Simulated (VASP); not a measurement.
# Rh (P6_3/mmc) in VASP: a series of runs

Rh is run at these levels: LDA; tasks: single point.

All numbers are computed with VASP 6.6.1; they aren't measurements. Logs are shortened: lines on timing, memory, paths and dates and some standing lists are left out, and cuts for length are marked.

### Step 1. The cell of the first run

The structure is hexagonal, space group P6_3/mmc (No. 194). Conventional cell: a = 2.599 Å, b = 2.599 Å, c = 8.494 Å, α = 90.00°, β = 90.00°, γ = 120.00°. Rh (site symmetry -3m) has 12 Rh at 2.60 Å within 3.4 Å. Rh (site symmetry -6m2) has 12 Rh at 2.60 Å within 3.4 Å.

### Step 2. Single point, LDA

INCAR

```
  ALGO = Normal
  EDIFF = 1E-7
  ENCUT = 520
  ISIF = 2
  ISMEAR = -1
  LASPH = T
  LCHARG = F
  LREAL = F
  LWAVE = F
  NBANDS = 38
  NELM = 80
  PREC = Accurate
  SIGMA = 0.1
```

KPOINTS

```
k-points
0
Gamma
  10 10 3
```

POSCAR

```
Rh
1.0
    2.5988463961      0.0000000000      0.0000000000
   -1.2994231981      2.2506716142      0.0000000000
    0.0000000000      0.0000000000      8.4944431900
Rh
4
Direct
    0.0000000000      0.0000000000      0.0000000000
    0.3333333333      0.6666666667      0.2500000000
    0.0000000000      0.0000000000      0.5000000000
    0.6666666667      0.3333333333      0.7500000000
```

Potentials or basis: VASP PAW LDA potentials, release 64 (Rh_pv).

On the command line:

```sh
cat potpaw_LDA.64/Rh_pv/POTCAR > POTCAR
mpirun -np 1 vasp_std > vasp.out
```

OUTCAR:

```text
EDIFF = 1E-7
   ENCUT = 520
   ISIF = 2
   ISMEAR = -1
   LASPH = T
   LREAL = F
   NELM = 80
   PREC = Accurate

 ion  position               nearest neighbor table
   1  0.000  0.000  0.000-   2 2.60   4 2.60   4 2.60   2 2.60   4 2.60   2 2.60
   2  0.333  0.667  0.250-   1 2.60   3 2.60   1 2.60   3 2.60   1 2.60   3 2.60
   3  0.000  0.000  0.500-   2 2.60   4 2.60   4 2.60   2 2.60   4 2.60   2 2.60
   4  0.667  0.333  0.750-   1 2.60   3 2.60   1 2.60   3 2.60   1 2.60   3 2.60

  LATTYP: Found a hexagonal cell.
 ALAT       =     2.5988463961
 C/A-ratio  =     3.2685437672

  Lattice vectors:

 A1 = (   2.5988463961,   0.0000000000,   0.0000000000)
 A2 = (  -1.2994231981,   2.2506716142,   0.0000000000)
 A3 = (   0.0000000000,   0.0000000000,   8.4944431900)

Analysis of symmetry for initial positions (statically):
=====================================================================
 Subroutine PRICEL returns:
 Original cell was already a primitive cell.

 Routine SETGRP: Setting up the symmetry group for a
 hexagonal supercell.

 Subroutine GETGRP returns: Found 24 space group operations
 (whereof 12 operations were pure point group operations)
 out of a pool of 24 trial point group operations.

The static configuration has the point symmetry D_3d.
 The point group associated with its full space group is D_6h.

Analysis of symmetry for dynamics (positions and initial velocities):
=====================================================================
 Subroutine PRICEL returns:
 Original cell was already a primitive cell.

 Routine SETGRP: Setting up the symmetry group for a
 hexagonal supercell.

 Subroutine GETGRP returns: Found 24 space group operations
 (whereof 12 operations were pure point group operations)
 out of a pool of 24 trial point group operations.

The dynamic configuration has the point symmetry D_3d.
 The point group associated with its full space group is D_6h.

 Subroutine INISYM returns: Found 24 space group operations
 (whereof 12 operations are pure point group operations),
 and found     1 'primitive' translations

----------------------------------------------------------------------------------------

                                     Primitive cell

  volume of cell :      49.6853

  direct lattice vectors                    reciprocal lattice vectors
     2.598846396  0.000000000  0.000000000     0.384786112  0.222155910  0.000000000
    -1.299423198  2.250671614  0.000000000     0.000000000  0.444311819  0.000000000
     0.000000000  0.000000000  8.494443190     0.000000000  0.000000000  0.117724020

  length of vectors
     2.598846396  2.598850393  8.494443190     0.444312503  0.444311819  0.117724020

  position of ions in fractional coordinates (direct lattice)
     0.000000000  0.000000000  0.000000000
     0.333333333  0.666666667  0.250000000
     0.000000000  0.000000000  0.500000000
     0.666666667  0.333333333  0.750000000

  ion indices of the primitive-cell ions
   primitive index   ion index
                 1           1
                 2           2
                 3           3
                 4           4

----------------------------------------------------------------------------------------

 KPOINTS: k-points

Automatic generation of k-mesh.
 Grid dimensions read from file:
 generate k-points for:   10   10    3

 Generating k-lattice:

  Cartesian coordinates                     Fractional coordinates (reciprocal lattice)
     0.038478611  0.022215591  0.000000000     0.100000000 -0.000000000  0.000000000
     0.000000000  0.044431182  0.000000000     0.000000000  0.100000000  0.000000000
     0.000000000  0.000000000  0.039241340     0.000000000  0.000000000  0.333333333

  Length of vectors
     0.044431250  0.044431182  0.039241340

  Shift w.r.t. Gamma in fractional coordinates (k-lattice)
     0.000000000  0.000000000  0.000000000

 Subroutine IBZKPT returns following result:
 ===========================================

 Found     28 irreducible k-points:

 Following reciprocal coordinates:
            Coordinates               Weight
  0.000000  0.000000  0.000000      1.000000
  0.100000  0.000000  0.000000      6.000000
  0.200000  0.000000  0.000000      6.000000
  0.300000  0.000000  0.000000      6.000000
  0.400000  0.000000  0.000000      6.000000
  0.500000  0.000000  0.000000      3.000000
[... 16 lines left out ...]
  0.300000  0.100000  0.333333     24.000000
  0.400000  0.100000  0.333333     24.000000
 [... further k-points ...]
   k-points           NKPTS =     28   k-points in BZ     NKDIM =     28   number of bands    NBANDS=     38
   number of dos      NEDOS =    301   number of ions     NIONS =      4
   total plane-waves  NPLWV =  25600
   dimension x,y,z NGX =    20 NGY =   20 NGZ =   64
   dimension x,y,z NGXF=    40 NGYF=   40 NGZF=  128
   ions per type =               4
   NGX,Y,Z   is equivalent  to a cutoff of  12.79, 12.79, 12.53 a.u.
   NGXF,Y,Z  is equivalent  to a cutoff of  25.59, 25.59, 25.05 a.u.
 SYSTEM =  unknown system
   PREC   = accura    normal or accurate (medium, high low for compatibility)
   ISTART =      0    job   : 0-new  1-cont  2-samecut
   ICHARG =      2    charge: 1-file 2-atom 10-const
   ISPIN  =      1    spin polarized calculation?
   LNONCOLLINEAR =      F non collinear calculations
   LSORBIT =      F    spin-orbit coupling
   LASPH  =      T    aspherical Exc in radial PAW
   ENCUT  =  520.0 eV  38.22 Ry    6.18 a.u.   4.83  4.83 15.79*2*pi/ulx,y,z
   NELM   =     80;   NELMIN=  2; NELMDL= -5     # of ELM steps
   EDIFF  = 0.1E-06   stopping-criterion for ELM
   LREAL  =      F    real-space projection
   EDIFFG = 0.1E-05   stopping-criterion for IOM
   NSW    =      0    number of steps for IOM
   IBRION =     -1    ionic relax: 0-MD 1-quasi-New 2-CG
   NFREE  =      0    steps in history (QN), initial steepest desc. (CG)
   ISIF   =      2    stress and relaxation
   ISYM   =      2    0-nonsym 1-usesym 2-fastsym
   POTIM  = 0.5000    time-step for ionic-motion
   TEBEG  =    0.0;   TEEND  =   0.0 temperature during run
   PSTRESS=    0.0 pullay stress
   NELECT =      60.0000    total number of electrons
   NUPDOWN=      -1.0000    fix difference up-down
   EMIN   =  10.00;   EMAX   =-10.00  energy-range for DOS
   EFERMI =   0.00;   METHOD = LEGACY
   ISMEAR =    -1;   SIGMA  =   0.10  broadening in eV -4-tet -1-fermi 0-gaus
   EFERMI_NEDOS =   21; number of points for ismear=-14 and -15
   IALGO  =     38    algorithm
   IMIX   =      4    mixing-type and parameters
     AMIX     =   0.40;   BMIX     =  1.00
     AMIX_MAG =   1.60;   BMIX_MAG =  1.00
  volume/ion in A,a.u.               =      12.42        83.82
  Fermi-wavevector in a.u.,A,eV,Ry     =   1.743342  3.294439 41.351408  3.039243
  Thomas-Fermi vector in A             =   2.815433
   LORBIT       =      0    0 simple, 1 ext, 2 COOP (PROOUT), +10 PAW based schemes
   GGA     = CA    functional components
   LHFCALC =     F    Hartree Fock is set to
   AEXX    =    0.0000 exact exchange contribution
   IVDW    =     0    specifies the selected vdW correction
   LEPSILON=     F    determine dielectric tensor
   LRPA    =     F    only Hartree local field effects (RPA)
 non-spin polarized calculation
  energy-cutoff  :      520.00
  volume of cell :       49.69
 maximum number of plane-waves:      1351
 NGX is ok and might be reduce to    20
   NGX =  9   NGY =  9   NGZ = 31

 number of electron      59.9999987 magnetization

 Free energy of the ion-electron system (eV)
  ---------------------------------------------------
  ext. energy  EPLUGINS =         0.00000000
  ---------------------------------------------------
  free energy    TOTEN  =       -34.51243432 eV

  energy without entropy =      -34.35399064  energy(sigma->0) =      -34.43321248

 E-fermi :  13.7486     XC(G=0): -15.0071

 val. band max:       13.7389761747   @ k =   0.3000   0.1000   0.3333
 cond. band min:      13.7767494340   @ k =   0.4000   0.0000   0.3333
 fundamental gap:      0.0377732593
 Fermi energy:        13.7486164860

 k-point     1 :       0.0000    0.0000    0.0000
  band No.  band energies     occupation
      1     -33.6858      2.00000
      2     -33.1739      2.00000
      3     -33.1702      2.00000
      4     -32.7857      2.00000
      5     -32.7857      2.00000
      6     -32.7271      2.00000
[... 30 lines left out ...]
     37      23.3376      0.00000
     38      28.2650      0.00000

 k-point     2 :       0.1000    0.0000    0.0000
  band No.  band energies     occupation
      1     -33.6527      2.00000
      2     -33.1834      2.00000
      3     -33.1816      2.00000
      4     -32.8628      2.00000
      5     -32.8103      2.00000
      6     -32.7856      2.00000
[... 30 lines left out ...]
     37      23.2497      0.00000
     38      28.7973      0.00000

 k-point     3 :       0.2000    0.0000    0.0000
  band No.  band energies     occupation
      1     -33.5615      2.00000
      2     -33.2558      2.00000
      3     -33.2430      2.00000
      4     -33.0541      2.00000
      5     -32.9556      2.00000
      6     -32.8740      2.00000
[... 30 lines left out ...]
     37      23.0489      0.00000
     38      29.4321      0.00000

 k-point     4 :       0.3000    0.0000    0.0000
  band No.  band energies     occupation
      1     -33.4678      2.00000
      2     -33.4381      2.00000
      3     -33.3573      2.00000
      4     -33.2800      2.00000
      5     -33.2053      2.00000
      6     -32.9462      2.00000
[... 30 lines left out ...]
     37      22.9100      0.00000
     38      26.5990      0.00000
[... 703 lines left out ...]
      4     -33.1635      2.00000
      5     -33.1240      2.00000
      6     -33.0308      2.00000
[... 30 lines left out ...]
     37      25.0581      0.00000
     38      27.8749      0.00000

 k-point    23 :       0.3000    0.1000    0.3333
  band No.  band energies     occupation
      1     -33.5221      2.00000
      2     -33.4646      2.00000
      3     -33.4482      2.00000
      4     -33.3724      2.00000
      5     -33.1912      2.00000
      6     -33.0658      2.00000
[... 30 lines left out ...]
     37      25.2045      0.00000
     38      25.4667      0.00000

 k-point    24 :       0.4000    0.1000    0.3333
  band No.  band energies     occupation
      1     -33.6220      2.00000
      2     -33.5856      2.00000
      3     -33.5288      2.00000
      4     -33.4883      2.00000
      5     -33.1259      2.00000
      6     -33.0776      2.00000
[... 30 lines left out ...]
     37      23.8693      0.00000
     38      23.9061      0.00000

 [... further k-points ...]
[... 5 lines left out ...]
  --------------------------------------------------------------------------------------
  -------------------------------------------------------------------------------------
  Total        7.7836979      7.7837299      7.9581748     -0.0000000      0.0000000      0.0000000
  in kB      250.9972105    250.9982398    256.6234816     -0.0000000      0.0000000      0.0000000
  external PRESSURE =     252.8729773 kB  Pullay stress =       0.0000000 kB

 VOLUME and BASIS-vectors are now :
 -----------------------------------------------------------------------------
  energy-cutoff  :      520.00
  volume of cell :       49.69
      direct lattice vectors                 reciprocal lattice vectors
     2.598846396  0.000000000  0.000000000     0.384786112  0.222155910  0.000000000
    -1.299423198  2.250671614  0.000000000     0.000000000  0.444311819  0.000000000
     0.000000000  0.000000000  8.494443190     0.000000000  0.000000000  0.117724020

 POSITION                                       TOTAL-FORCE (eV/Angst)
 -----------------------------------------------------------------------------------
      0.00000      0.00000      0.00000        -0.000000      0.000000      0.000000
     -0.00000      1.50045      2.12361         0.000000      0.000000     -0.000000
      0.00000      0.00000      4.24722        -0.000000      0.000000      0.000000
      1.29942      0.75022      6.37083        -0.000000     -0.000000     -0.000000
 -----------------------------------------------------------------------------------
    total drift:                                0.000000     -0.000000      0.000000

  FREE ENERGIE OF THE ION-ELECTRON SYSTEM (eV)
  ---------------------------------------------------
  free  energy   TOTEN  =       -34.5124343199 eV

  energy  without entropy=      -34.3539906422  energy(sigma->0) =      -34.43321248
```

Run time: 57 s. Hardware: 1 thread of Intel Xeon 8259CL, shared host; peak memory 0.17 GiB.

Results:

| Property | Result |
| --- | --- |
| Free energy | -34.5124 eV |
| Pressure | 25.3 GPa |
| Band gap on the k mesh | zero (band 30 reaches 14.73 eV, above the bottom of band 31 at 12.52 eV) |

Stress tensor (GPa, compression positive):
```
25.10  0.00  0.00
 0.00 25.10  0.00
 0.00  0.00 25.66
```

[end of part 1 of 2]
